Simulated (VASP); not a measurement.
# C (Pm) in VASP: single point with PBE

Aim: the single point of C with PBE.

Everything below comes from runs of VASP 6.6.1. Logs are shortened: lines on timing, memory, paths and dates and some standing lists are left out, and cuts for length are marked.

## (1) The cell of the first run

It takes space group Pm (No. 6, monoclinic). Conventional cell: a = 2.467 Å, b = 8.513 Å, c = 2.467 Å, α = 90.00°, β = 120.00°, γ = 90.00°. Within 1.8 Å of C (site symmetry m) lie 3 C at 1.34 to 1.51 Å. C (site symmetry m) has 3 C at 1.42 Å within 1.9 Å. C (site symmetry m) has 3 C at 1.34 to 1.51 Å within 1.8 Å. C (site symmetry m) has 3 C at 1.42 Å within 1.9 Å.

## (2) Single point, PBE (atom 1 (C) moved -0.100 Å along Cartesian [1 0 0])

Input file INCAR:

```
PREC     = Accurate       # precision mode
ENCUT    = 520            # plane-wave cutoff, eV
EDIFF    = 1E-7           # SCF threshold, eV
ISMEAR   = 0              # smearing method
SIGMA    = 0.15           # smearing width, eV
LREAL    = F              # projectors in reciprocal space
LASPH    = T              # aspherical terms in the spheres
NELM     = 100            # most SCF steps
ALGO     = Normal         # electronic algorithm
ISIF     = 2              # what is computed and relaxed
LWAVE    = F              # write WAVECAR
LCHARG   = F              # write CHGCAR
GGA      = PE             # functional
NBANDS   = 16             # bands
```

Input file KPOINTS:

```
regular mesh
0
Gamma
  24 24 6
```

Input file POSCAR:

```
C
1.0
    2.4665344233      0.0000000000      0.0000000000
   -1.2332672117      2.1360814699      0.0000000000
    0.0000000000      0.0000000000      8.5128477067
C
4
Direct
   -0.0405427141      0.0000000000      0.0025000000
    0.0000000000      0.0000000000      0.5025000000
    0.3333333333      0.6666666667      0.0025000000
    0.6666666667      0.3333333333      0.5025000000
```

Potentials or basis: VASP PAW PBE potentials, release 64 (C).

On the command line:

```
$ cat potpaw_PBE.64/C/POTCAR > POTCAR
$ mpirun -np 1 vasp_std > vasp.out
```

OUTCAR:

```text
PREC = Accurate
   ENCUT = 520
   EDIFF = 1E-7
   ISMEAR = 0
   LREAL = F
   LASPH = T
   NELM = 100
   ISIF = 2
   GGA = PE

 ion  position               nearest neighbor table
   1  0.959  0.000  0.002-   3 1.34   3 1.43   3 1.51
   2  0.000  0.000  0.502-   4 1.42   4 1.42   4 1.42
   3  0.333  0.667  0.002-   1 1.34   1 1.43   1 1.51
   4  0.667  0.333  0.502-   2 1.42   2 1.42   2 1.42

  LATTYP: Found a hexagonal cell.
 ALAT       =     2.4665344233
 C/A-ratio  =     3.4513395095

  Lattice vectors:

 A1 = (   2.4665344233,   0.0000000000,   0.0000000000)
 A2 = (  -1.2332672117,   2.1360814699,   0.0000000000)
 A3 = (   0.0000000000,   0.0000000000,   8.5128477067)

Analysis of symmetry for initial positions (statically):
=====================================================================
 Subroutine PRICEL returns:
 Original cell was already a primitive cell.

 Routine SETGRP: Setting up the symmetry group for a
 hexagonal supercell.

 Subroutine GETGRP returns: Found  2 space group operations
 (whereof  1 operations were pure point group operations)
 out of a pool of 24 trial point group operations.

The static configuration has the point symmetry C_1 .
 The point group associated with its full space group is C_1h.

Analysis of symmetry for dynamics (positions and initial velocities):
=====================================================================
 Subroutine PRICEL returns:
 Original cell was already a primitive cell.

 Routine SETGRP: Setting up the symmetry group for a
 hexagonal supercell.

 Subroutine GETGRP returns: Found  2 space group operations
 (whereof  1 operations were pure point group operations)
 out of a pool of 24 trial point group operations.

The dynamic configuration has the point symmetry C_1 .
 The point group associated with its full space group is C_1h.

 Subroutine INISYM returns: Found  2 space group operations
 (whereof  1 operations are pure point group operations),
 and found     1 'primitive' translations

----------------------------------------------------------------------------------------

                                     Primitive cell

  volume of cell :      44.8518

  direct lattice vectors                    reciprocal lattice vectors
     2.466534423  0.000000000  0.000000000     0.405427141  0.234073469  0.000000000
    -1.233267212  2.136081470  0.000000000     0.000000000  0.468146938  0.000000000
     0.000000000  0.000000000  8.512847707     0.000000000  0.000000000  0.117469504

  length of vectors
     2.466534423  2.466534423  8.512847707     0.468146938  0.468146938  0.117469504

  position of ions in fractional coordinates (direct lattice)
     0.959457286  0.000000000  0.002500000
     0.000000000  0.000000000  0.502500000
     0.333333333  0.666666667  0.002500000
     0.666666667  0.333333333  0.502500000

  ion indices of the primitive-cell ions
   primitive index   ion index
                 1           1
                 2           2
                 3           3
                 4           4

----------------------------------------------------------------------------------------

 KPOINTS: regular mesh

Automatic generation of k-mesh.
 Grid dimensions read from file:
 generate k-points for:   24   24    6

 Generating k-lattice:

  Cartesian coordinates                     Fractional coordinates (reciprocal lattice)
     0.016892798  0.009753061  0.000000000     0.041666667  0.000000000  0.000000000
     0.000000000  0.019506122  0.000000000     0.000000000  0.041666667  0.000000000
     0.000000000  0.000000000  0.019578251     0.000000000  0.000000000  0.166666667

  Length of vectors
     0.019506122  0.019506122  0.019578251

  Shift w.r.t. Gamma in fractional coordinates (k-lattice)
     0.000000000  0.000000000  0.000000000

 Subroutine IBZKPT returns following result:
 ===========================================

 Found   1160 irreducible k-points:

 Following reciprocal coordinates:
            Coordinates               Weight
  0.000000  0.000000  0.000000      1.000000
  0.041667 -0.000000  0.000000      2.000000
  0.000000  0.041667  0.000000      2.000000
 -0.041667  0.041667  0.000000      2.000000
  0.083333 -0.000000  0.000000      2.000000
  0.000000  0.083333  0.000000      2.000000
[... 16 lines left out ...]
  0.333333 -0.000000  0.000000      2.000000
  0.000000  0.333333  0.000000      2.000000
 [... further k-points ...]
   k-points           NKPTS =   1160   k-points in BZ     NKDIM =   1160   number of bands    NBANDS=     16
   number of dos      NEDOS =    301   number of ions     NIONS =      4
   total plane-waves  NPLWV =  20736
   dimension x,y,z NGX =    18 NGY =   18 NGZ =   64
   dimension x,y,z NGXF=    36 NGYF=   36 NGZF=  128
   ions per type =               4
   NGX,Y,Z   is equivalent  to a cutoff of  12.13, 12.13, 12.50 a.u.
   NGXF,Y,Z  is equivalent  to a cutoff of  24.26, 24.26, 25.00 a.u.
 SYSTEM =  unknown system
   PREC   = accura    normal or accurate (medium, high low for compatibility)
   ISTART =      0    job   : 0-new  1-cont  2-samecut
   ICHARG =      2    charge: 1-file 2-atom 10-const
   ISPIN  =      1    spin polarized calculation?
   LNONCOLLINEAR =      F non collinear calculations
   LSORBIT =      F    spin-orbit coupling
   LASPH  =      T    aspherical Exc in radial PAW
   ENCUT  =  520.0 eV  38.22 Ry    6.18 a.u.   4.59  4.59 15.83*2*pi/ulx,y,z
   NELM   =    100;   NELMIN=  2; NELMDL= -5     # of ELM steps
   EDIFF  = 0.1E-06   stopping-criterion for ELM
   LREAL  =      F    real-space projection
   EDIFFG = 0.1E-05   stopping-criterion for IOM
   NSW    =      0    number of steps for IOM
   IBRION =     -1    ionic relax: 0-MD 1-quasi-New 2-CG
   NFREE  =      0    steps in history (QN), initial steepest desc. (CG)
   ISIF   =      2    stress and relaxation
   ISYM   =      2    0-nonsym 1-usesym 2-fastsym
   POTIM  = 0.5000    time-step for ionic-motion
   TEBEG  =    0.0;   TEEND  =   0.0 temperature during run
   PSTRESS=    0.0 pullay stress
   NELECT =      16.0000    total number of electrons
   NUPDOWN=      -1.0000    fix difference up-down
   EMIN   =  10.00;   EMAX   =-10.00  energy-range for DOS
   EFERMI =   0.00;   METHOD = LEGACY
   ISMEAR =     0;   SIGMA  =   0.15  broadening in eV -4-tet -1-fermi 0-gaus
   EFERMI_NEDOS =   21; number of points for ismear=-14 and -15
   IALGO  =     38    algorithm
   IMIX   =      4    mixing-type and parameters
     AMIX     =   0.40;   BMIX     =  1.00
     AMIX_MAG =   1.60;   BMIX_MAG =  1.00
  volume/ion in A,a.u.               =      11.21        75.67
  Fermi-wavevector in a.u.,A,eV,Ry     =   1.161061  2.194086 18.341492  1.348062
  Thomas-Fermi vector in A             =   2.297637
   LORBIT       =      0    0 simple, 1 ext, 2 COOP (PROOUT), +10 PAW based schemes
   GGA     = PE    functional components
   LHFCALC =     F    Hartree Fock is set to
   AEXX    =    0.0000 exact exchange contribution
   IVDW    =     0    specifies the selected vdW correction
   LEPSILON=     F    determine dielectric tensor
   LRPA    =     F    only Hartree local field effects (RPA)
 non-spin polarized calculation
 Gauss-broadening in eV      SIGMA  =   0.15
  energy-cutoff  :      520.00
  volume of cell :       44.85
 maximum number of plane-waves:      1233
   NGX =  9   NGY =  9   NGZ = 31

 number of electron      15.9999997 magnetization

 Free energy of the ion-electron system (eV)
  ---------------------------------------------------
  ext. energy  EPLUGINS =         0.00000000
  ---------------------------------------------------
  free energy    TOTEN  =       -36.63854819 eV

  energy without entropy =      -36.63777507  energy(sigma->0) =      -36.63816163

 E-fermi :   2.7779     XC(G=0):  -8.7289

 val. band max:        2.5958504054   @ k =   0.3333   0.2917   0.0000
 cond. band min:       2.7849246820   @ k =   0.3333   0.3333   0.0000
 fundamental gap:      0.1890742766
 Fermi energy:         2.7779224844

 k-point     1 :       0.0000    0.0000    0.0000
  band No.  band energies     occupation
      1     -16.7388      2.00000
      2     -16.6963      2.00000
      3      -5.0584      2.00000
      4      -4.5722      2.00000
      5      -1.6525      2.00000
      6      -0.2578      2.00000
[... 8 lines left out ...]
     15      13.2728      0.00000
     16      14.2034      0.00000

 k-point     2 :       0.0417   -0.0000    0.0000
  band No.  band energies     occupation
      1     -16.6979      2.00000
      2     -16.6559      2.00000
      3      -5.0084      2.00000
      4      -4.5231      2.00000
      5      -1.7812      2.00000
      6      -0.4269      2.00000
[... 8 lines left out ...]
     15      13.3353      0.00000
     16      14.0592      0.00000

 k-point     3 :       0.0000    0.0417    0.0000
  band No.  band energies     occupation
      1     -16.6978      2.00000
      2     -16.6556      2.00000
      3      -5.0090      2.00000
      4      -4.5238      2.00000
      5      -1.7619      2.00000
      6      -0.4269      2.00000
[... 8 lines left out ...]
     15      13.3348      0.00000
     16      14.0594      0.00000

 k-point     4 :      -0.0417    0.0417    0.0000
  band No.  band energies     occupation
      1     -16.6977      2.00000
      2     -16.6552      2.00000
      3      -5.0097      2.00000
      4      -4.5246      2.00000
      5      -1.7217      2.00000
      6      -0.4269      2.00000
[... 8 lines left out ...]
     15      13.3297      0.00000
     16      14.0596      0.00000
[... 324 lines left out ...]
 k-point    22 :      -0.2917    0.2917    0.0000
  band No.  band energies     occupation
      1     -14.7492      2.00000
      2     -14.7100      2.00000
      3      -5.7471      2.00000
      4      -5.2775      2.00000
      5      -3.2517      2.00000
      6      -2.7657      2.00000
[... 8 lines left out ...]
     15      15.6036      0.00000
     16      17.5758      0.00000

 k-point    23 :       0.3333   -0.0000    0.0000
  band No.  band energies     occupation
      1     -14.1756      2.00000
      2     -14.1384      2.00000
      3      -7.3003      2.00000
      4      -6.8460      2.00000
      5      -2.9980      2.00000
      6      -2.2869      2.00000
[... 8 lines left out ...]
     15      16.2587      0.00000
     16      17.8681      0.00000

 k-point    24 :       0.0000    0.3333    0.0000
  band No.  band energies     occupation
      1     -14.1604      2.00000
      2     -14.1315      2.00000
      3      -6.9918      2.00000
      4      -6.8458      2.00000
      5      -2.9980      2.00000
      6      -2.6643      2.00000
[... 8 lines left out ...]
     15      16.2754      0.00000
     16      17.9739      0.00000

 [... further k-points ...]
[... 5 lines left out ...]
  --------------------------------------------------------------------------------------
  -------------------------------------------------------------------------------------
  Total        0.9928822      0.7829224     -0.0021417      1.2117397      0.0000000      0.0000000
  in kB       35.4673256     27.9672308     -0.0765042     43.2852623      0.0000000      0.0000000
  external PRESSURE =      21.1193507 kB  Pullay stress =       0.0000000 kB

 VOLUME and BASIS-vectors are now :
 -----------------------------------------------------------------------------
  energy-cutoff  :      520.00
  volume of cell :       44.85
      direct lattice vectors                 reciprocal lattice vectors
     2.466534423  0.000000000  0.000000000     0.405427141  0.234073469  0.000000000
    -1.233267212  2.136081470  0.000000000     0.000000000  0.468146938  0.000000000
     0.000000000  0.000000000  8.512847707     0.000000000  0.000000000  0.117469504

 POSITION                                       TOTAL-FORCE (eV/Angst)
 -----------------------------------------------------------------------------------
      2.36653      0.00000      0.02128         5.364012      0.635653      0.000000
      0.00000      0.00000      4.27771         0.000278      0.000135      0.000000
     -0.00000      1.42405      0.02128        -5.363890     -0.635781      0.000000
      1.23327      0.71203      4.27771        -0.000401     -0.000007      0.000000
 -----------------------------------------------------------------------------------
    total drift:                               -0.000005      0.000038     -0.000012

  FREE ENERGIE OF THE ION-ELECTRON SYSTEM (eV)
  ---------------------------------------------------
  free  energy   TOTEN  =       -36.6385481873 eV

  energy  without entropy=      -36.6377750736  energy(sigma->0) =      -36.63816163
```

Run time: 10 min. Hardware: 1 thread of Intel Xeon Platinum 8259CL at 2.50GHz (Skylake/Cascade Lake), shared host; peak memory 0.63 GiB.

What came out:

```
Free energy            : -36.6385 eV
Pressure               : 2.1 GPa
Largest force          : 5.402 eV/Å
Band gap on the k mesh : zero (filled and empty bands touch)
```

Forces in eV/Å, atoms in the order of the input:
```
C    5.364  0.636  0.000
C    0.000  0.000  0.000
C   -5.364 -0.636  0.000
C    0.000  0.000  0.000
```

Stress tensor (GPa, compression positive):
```
 3.55  4.33  0.00
 4.33  2.80  0.00
 0.00  0.00 -0.01
```

Levels at points of the mesh, in eV from the Fermi level:
| k point | band 5 | band 6 | band 7 | band 8 | band 9 | band 10 | band 11 | band 12 |
| --- | --- | --- | --- | --- | --- | --- | --- | --- |
| (0.00, 0.00, 0.00) | -4.43 | -3.04 | -3.04 | -1.43 | 3.12 | 6.41 | 6.42 | 8.31 |
| (0.50, 0.00, 0.00) | -6.41 | -5.80 | -2.36 | -1.68 | 0.73 | 1.71 | 7.37 | 7.55 |
| (0.00, 0.50, 0.00) | -6.41 | -6.17 | -2.44 | -2.30 | 1.62 | 1.85 | 6.88 | 7.37 |
| (0.50, 0.50, 0.00) | -6.96 | -6.41 | -2.92 | -2.35 | 1.69 | 2.74 | 7.04 | 7.37 |
| (0.00, 0.00, 0.50) | -4.43 | -3.04 | -3.04 | -1.43 | 4.37 | 4.39 | 6.41 | 8.31 |
| (0.50, 0.00, 0.50) | -6.41 | -5.80 | -2.35 | -1.69 | 0.73 | 1.68 | 7.37 | 7.54 |
| (0.00, 0.50, 0.50) | -6.41 | -6.17 | -2.38 | -2.35 | 1.68 | 1.76 | 6.88 | 7.37 |
| (0.50, 0.50, 0.50) | -6.96 | -6.41 | -2.92 | -2.35 | 1.68 | 2.71 | 7.04 | 7.37 |

Caveat: the cell differs from its parent crystal (atom 1 (C) moved -0.100 Å along Cartesian [1 0 0]); this functional lacks dispersion, which binds the layers, so the pressure and a relaxed spacing across them are unreliable; forces of over 1 eV/Å act on the atoms, so gaps and moduli don't describe the material at rest.
